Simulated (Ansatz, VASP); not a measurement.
# One calculation of PbS, two programs

INCAR

```
SYSTEM = PbS
ALGO     = Normal         ! electronic algorithm
EDIFF    = 1E-7           ! SCF threshold, eV
ENCUT    = 520            ! plane-wave cutoff, eV
GGA      = PE             ! functional
ISIF     = 2              ! what is computed and relaxed
ISMEAR   = -1             ! smearing method
LASPH    = .TRUE.         ! aspherical terms in the spheres
LCHARG   = .TRUE.         ! write CHGCAR
LELF     = .TRUE.         ! ELF
LREAL    = .FALSE.        ! projectors in reciprocal space
LVHAR    = .TRUE.       
LWAVE    = .FALSE.        ! write WAVECAR
NBANDS   = 17             ! bands
NELM     = 100            ! most SCF steps
PREC     = Accurate       ! precision mode
SIGMA    = 0.05           ! smearing width, eV
```

KPOINTS

```
k-points
0
G
  8 8 7
  0 0 0
```

Contents of POSCAR:

```
PbS
1.0
    4.1435156701      0.0000000000      0.0000000000
   -2.0717578350      3.5883898313      0.0000000000
    0.0000000000      0.0000000000      3.8380170193
Pb S
1 1
Direct
    0.0000000000      0.0000000000      0.0000000000
    0.6666666667      0.3333333333      0.5000000000
```

File input.yaml:

```yaml
crystal:
  lattice:
    - [4.1435156701, 0.0, 0.0]
    - [-2.071757835, 3.5883898313, 0.0]
    - [0.0, 0.0, 3.8380170193]
  atoms:
    - { symbol: Pb, position: [0.0, 0.0, 0.0] }
    - { symbol: S, position: [0.6666666667, 0.3333333333, 0.5] }
kpoints:
  mp_grid: { grid: [8, 8, 7] }
scf:
  occupations: { method: fermi_dirac, width: 0.05 }
hamiltonian:
  xc: pbe
  pseudopotentials: { kind: all_electron, lapw: { basis_error: 0.0005 } }
output:
  forces: true
  stress: true
  eigenvalues: true
```

Change from the starting cell: volume scaled by 1.04.

Alike in both runs: task single point; functional PBE; k mesh 8 × 8 × 7; occupations fermi-dirac, width 0.05 eV; no spin polarisation.

|  | VASP | Ansatz |
| --- | --- | --- |
| version | VASP 6.6.1 | Ansatz 0.2.0 |
| potentials or method | VASP PAW PBE potentials, release 64 (Pb_d, S), cutoff 520 eV | all-electron LAPW, scalar-relativistic |

Ansatz gave:

* gap on the k mesh at the Fermi level (eV): 0.36
* least direct gap on the mesh (eV): 1.63
* pressure (GPa): -1.8
* traceless stress, the component that is largest in VASP (GPa): -0.42

**Question.** Estimate VASP's values.

**Answer.** gap on the k mesh at the Fermi level (eV): 0.36; least direct gap on the mesh (eV): 1.63; pressure (GPa): -1.9; traceless stress, the component that is largest in VASP (GPa): -0.43.

Ansatz ran all-electron here, and VASP with PAW potentials.

Neither program's run includes spin-orbit coupling.
